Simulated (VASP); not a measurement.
# HfO2 (Fm-3m) in VASP: a series of runs

Aim: see how the results for HfO2 move with the level of theory and the settings. Levels: PBEsol, PBE, LDA, revPBE, BLYP. Tasks: single point.

Everything below comes from runs of VASP 6.6.1. Logs are shortened: lines on timing, memory, paths and dates and some standing lists are left out, and cuts for length are marked.

### Step 1. The cell of the first run

Symmetry: Fm-3m, No. 225, cubic system. The conventional cell has a = 5.215 Å, b = 5.215 Å, c = 5.215 Å, α = 90.00°, β = 90.00°, γ = 90.00°. Hf (site symmetry m-3m) has 8 O at 2.26 Å within 3.0 Å. O (site symmetry -43m) has 4 Hf at 2.26 Å and 6 O at 2.61 Å within 3.0 Å.

### Step 2. Single point, PBEsol (volume scaled by 1.06)

The input, INCAR:

```
PREC = Accurate
ENCUT = 520
EDIFF = 1E-6
ISMEAR = -1
SIGMA = 0.05
LREAL = F
LASPH = T
NELM = 100
ALGO = Normal
ISIF = 2
LWAVE = F
LCHARG = F
GGA = PS
NBANDS = 18
```

The input, KPOINTS:

```
regular mesh
0
Gamma
  9 9 9
```

The input, POSCAR:

```
HfO2
1.0
    0.0000000000      2.6076597933      2.6076597933
    2.6076597933      0.0000000000      2.6076597933
    2.6076597933      2.6076597933      0.0000000000
Hf O
1 2
Direct
    0.0000000000      0.0000000000      0.0000000000
    0.7500000000      0.7500000000      0.7500000000
    0.2500000000      0.2500000000      0.2500000000
```

Potentials or basis: VASP PAW PBE potentials, release 64 (Hf_pv, O).

Started as:

```console
$ cat potpaw_PBE.64/Hf_pv/POTCAR potpaw_PBE.64/O/POTCAR > POTCAR
$ mpirun -np 1 vasp_std > vasp.out
```

OUTCAR:

```text
PREC = Accurate
   ENCUT = 520
   EDIFF = 1E-6
   ISMEAR = -1
   LREAL = F
   LASPH = T
   NELM = 100
   ISIF = 2
   GGA = PS

 ion  position               nearest neighbor table
   1  0.000  0.000  0.000-   2 2.26   2 2.26   2 2.26   2 2.26   3 2.26   3 2.26   3 2.26   3 2.26

   2  0.750  0.750  0.750-   1 2.26   1 2.26   1 2.26   1 2.26
   3  0.250  0.250  0.250-   1 2.26   1 2.26   1 2.26   1 2.26

  LATTYP: Found a face centered cubic cell.
 ALAT       =     5.2153195866

  Lattice vectors:

 A1 = (   0.0000000000,   2.6076597933,   2.6076597933)
 A2 = (   2.6076597933,   0.0000000000,   2.6076597933)
 A3 = (   2.6076597933,   2.6076597933,   0.0000000000)

Analysis of symmetry for initial positions (statically):
=====================================================================
 Subroutine PRICEL returns:
 Original cell was already a primitive cell.

 Routine SETGRP: Setting up the symmetry group for a
 face centered cubic supercell.

 Subroutine GETGRP returns: Found 48 space group operations
[... 9 lines left out ...]

 Routine SETGRP: Setting up the symmetry group for a
 face centered cubic supercell.

 Subroutine GETGRP returns: Found 48 space group operations
[... 11 lines left out ...]
                                     Primitive cell

  volume of cell :      35.4636

  direct lattice vectors                    reciprocal lattice vectors
     0.000000000  2.607659793  2.607659793    -0.191742804  0.191742804  0.191742804
     2.607659793  0.000000000  2.607659793     0.191742804 -0.191742804  0.191742804
     2.607659793  2.607659793  0.000000000     0.191742804  0.191742804 -0.191742804

  length of vectors
     3.687787846  3.687787846  3.687787846     0.332108278  0.332108278  0.332108278

  position of ions in fractional coordinates (direct lattice)
     0.000000000  0.000000000  0.000000000
     0.750000000  0.750000000  0.750000000
     0.250000000  0.250000000  0.250000000

  ion indices of the primitive-cell ions
   primitive index   ion index
                 1           1
                 2           2
                 3           3

----------------------------------------------------------------------------------------

 KPOINTS: regular mesh

Automatic generation of k-mesh.
 Grid dimensions read from file:
 generate k-points for:    9    9    9

 Generating k-lattice:

[... 51 lines left out ...]
 SYSTEM =  unknown system
   PREC   = accura    normal or accurate (medium, high low for compatibility)
   ISTART =      0    job   : 0-new  1-cont  2-samecut
   ICHARG =      2    charge: 1-file 2-atom 10-const
   ISPIN  =      1    spin polarized calculation?
   LNONCOLLINEAR =      F non collinear calculations
   LSORBIT =      F    spin-orbit coupling
   LASPH  =      T    aspherical Exc in radial PAW
   ENCUT  =  520.0 eV  38.22 Ry    6.18 a.u.   6.86  6.86  6.86*2*pi/ulx,y,z
   NELM   =    100;   NELMIN=  2; NELMDL= -5     # of ELM steps
   EDIFF  = 0.1E-05   stopping-criterion for ELM
   LREAL  =      F    real-space projection
   EDIFFG = 0.1E-04   stopping-criterion for IOM
   NSW    =      0    number of steps for IOM
   IBRION =     -1    ionic relax: 0-MD 1-quasi-New 2-CG
   NFREE  =      0    steps in history (QN), initial steepest desc. (CG)
   ISIF   =      2    stress and relaxation
   ISYM   =      2    0-nonsym 1-usesym 2-fastsym
   POTIM  = 0.5000    time-step for ionic-motion
   TEBEG  =    0.0;   TEEND  =   0.0 temperature during run
   PSTRESS=    0.0 pullay stress
   NELECT =      22.0000    total number of electrons
   NUPDOWN=      -1.0000    fix difference up-down
   EMIN   =  10.00;   EMAX   =-10.00  energy-range for DOS
   EFERMI =   0.00;   METHOD = LEGACY
   ISMEAR =    -1;   SIGMA  =   0.05  broadening in eV -4-tet -1-fermi 0-gaus
   EFERMI_NEDOS =   21; number of points for ismear=-14 and -15
   IALGO  =     38    algorithm
   IMIX   =      4    mixing-type and parameters
     AMIX     =   0.40;   BMIX     =  1.00
     AMIX_MAG =   1.60;   BMIX_MAG =  1.00
  volume/ion in A,a.u.               =      11.82        79.77
  Fermi-wavevector in a.u.,A,eV,Ry     =   1.396223  2.638479 26.523724  1.949439
  Thomas-Fermi vector in A             =   2.519598
   LORBIT       =      0    0 simple, 1 ext, 2 COOP (PROOUT), +10 PAW based schemes
   GGA     = PS    functional components
   LHFCALC =     F    Hartree Fock is set to
   AEXX    =    0.0000 exact exchange contribution
   IVDW    =     0    specifies the selected vdW correction
   LEPSILON=     F    determine dielectric tensor
   LRPA    =     F    only Hartree local field effects (RPA)
 non-spin polarized calculation
  energy-cutoff  :      520.00
  volume of cell :       35.46
 maximum number of plane-waves:       966
   NGX = 13   NGY = 13   NGZ = 13

 number of electron      22.0000001 magnetization

 Free energy of the ion-electron system (eV)
  ---------------------------------------------------
  ext. energy  EPLUGINS =         0.00000000
  ---------------------------------------------------
  free energy    TOTEN  =       -31.31998183 eV

  energy without entropy =      -31.31998183  energy(sigma->0) =      -31.31998183

 E-fermi :   4.5065     XC(G=0): -11.6579

 val. band max:        3.3826733806   @ k =  -0.4444   0.4444   0.0000
 cond. band min:       6.9322619094   @ k =   0.4444   0.4444   0.0000
 fundamental gap:      3.5495885288
 Fermi energy:         4.5065193931

 k-point     1 :       0.0000    0.0000    0.0000
  band No.  band energies     occupation
      1     -26.5883      2.00000
      2     -26.5883      2.00000
      3     -26.5883      2.00000
      4     -14.7420      2.00000
      5     -12.0589      2.00000
      6      -1.4692      2.00000
[... 481 lines left out ...]
      5     -13.0232      2.00000
      6      -2.4783      2.00000
[... 10 lines left out ...]
     17      14.4116      0.00000
     18      16.2886      0.00000

 [... further k-points ...]
[... 5 lines left out ...]
  --------------------------------------------------------------------------------------
  -------------------------------------------------------------------------------------
  Total       -5.3937264     -5.3937264     -5.3937264      0.0000000      0.0000000     -0.0000000
  in kB     -243.6782161   -243.6782161   -243.6782161      0.0000000      0.0000000     -0.0000000
  external PRESSURE =    -243.6782161 kB  Pullay stress =       0.0000000 kB

 VOLUME and BASIS-vectors are now :
 -----------------------------------------------------------------------------
  energy-cutoff  :      520.00
  volume of cell :       35.46
      direct lattice vectors                 reciprocal lattice vectors
     0.000000000  2.607659793  2.607659793    -0.191742804  0.191742804  0.191742804
     2.607659793  0.000000000  2.607659793     0.191742804 -0.191742804  0.191742804
     2.607659793  2.607659793  0.000000000     0.191742804  0.191742804 -0.191742804

 POSITION                                       TOTAL-FORCE (eV/Angst)
 -----------------------------------------------------------------------------------
      0.00000      0.00000      0.00000        -0.000000     -0.000000      0.000000
      3.91149      3.91149      3.91149        -0.000000     -0.000000      0.000000
      1.30383      1.30383      1.30383         0.000000      0.000000     -0.000000
 -----------------------------------------------------------------------------------
    total drift:                                0.000000      0.000000      0.000000

  FREE ENERGIE OF THE ION-ELECTRON SYSTEM (eV)
  ---------------------------------------------------
  free  energy   TOTEN  =       -31.3199818276 eV

  energy  without entropy=      -31.3199818276  energy(sigma->0) =      -31.31998183
```

OSZICAR:

```text
N       E                     dE             d eps       ncg     rms          rms(c)
DAV:   1     0.875553696441E+02    0.87555E+02   -0.12429E+04  1260   0.120E+03
DAV:   2    -0.324731129065E+02   -0.12003E+03   -0.11670E+03  1626   0.282E+02
DAV:   3    -0.367269461991E+02   -0.42538E+01   -0.42328E+01  1484   0.461E+01
DAV:   4    -0.367543415620E+02   -0.27395E-01   -0.27386E-01  1546   0.404E+00
DAV:   5    -0.367545241663E+02   -0.18260E-03   -0.18260E-03  1418   0.317E-01    0.411E+01
DAV:   6    -0.315675938152E+02    0.51869E+01   -0.19622E+01  1288   0.298E+01    0.371E+01
DAV:   7    -0.313933849602E+02    0.17421E+00   -0.74066E-01  1400   0.693E+00    0.269E+01
DAV:   8    -0.313569900288E+02    0.36395E-01   -0.48112E-01  1344   0.587E+00    0.977E+00
DAV:   9    -0.313197823202E+02    0.37208E-01   -0.97362E-02  1324   0.263E+00    0.298E+00
DAV:  10    -0.313200052150E+02   -0.22289E-03   -0.34951E-03  1472   0.441E-01    0.116E-01
DAV:  11    -0.313199755059E+02    0.29709E-04   -0.21540E-04  1366   0.110E-01    0.230E-01
DAV:  12    -0.313199813530E+02   -0.58471E-05   -0.28586E-05  1408   0.371E-02    0.462E-03
DAV:  13    -0.313199818276E+02   -0.47458E-06   -0.85542E-07  1182   0.693E-03
   1 F= -.31319982E+02 E0= -.31319982E+02  d E =-.763114E-11
```

It took 9.2 s on 1 thread of Intel Xeon 6975P-C (Granite Rapids), shared host; peak memory 0.16 GiB.

What came out:

```
Free energy            : -31.3200 eV
Pressure               : -24.4 GPa
Band gap on the k mesh : 3.55 eV, indirect (least direct gap 3.66 eV)
```

Caveat: the PAW data sets were made with another functional, which shifts forces and pressure a little; spin-orbit coupling is left out, which moves the levels of the heavy elements. A k mesh can miss the band edges.

[end of part 1 of 3]
